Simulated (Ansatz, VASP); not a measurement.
Tl: VASP beside Ansatz

```xyz
1
Lattice="3.2512 0.0000 0.0000 0.0000 3.2512 0.0000 0.0000 0.0000 3.2512" Properties=species:S:1:pos:R:3 pbc="T T T"
Tl    0.0000    0.0000    0.0000
```

Alike in both runs: functional PBE; k mesh 13 × 13 × 13; occupations fermi-dirac, width 0.05 eV; no spin polarisation.

Ansatz relaxed the structure, and its values are those at the end. VASP's run is a single point on that final structure, the one shown.

|  | VASP | Ansatz |
| --- | --- | --- |
| version | VASP 6.6.1 | Ansatz 0.2.0 |
| potentials or method | VASP PAW PBE potentials, release 64 (Tl_d), cutoff 520 eV | all-electron LAPW, scalar-relativistic |

Ansatz gave:

| Property | Result |
| --- | --- |
| pressure (GPa) | 0.0 |

Estimate VASP's values.

pressure (GPa): -0.1.

Ansatz ran all-electron here, and VASP with PAW potentials.

Neither program's run includes spin-orbit coupling.
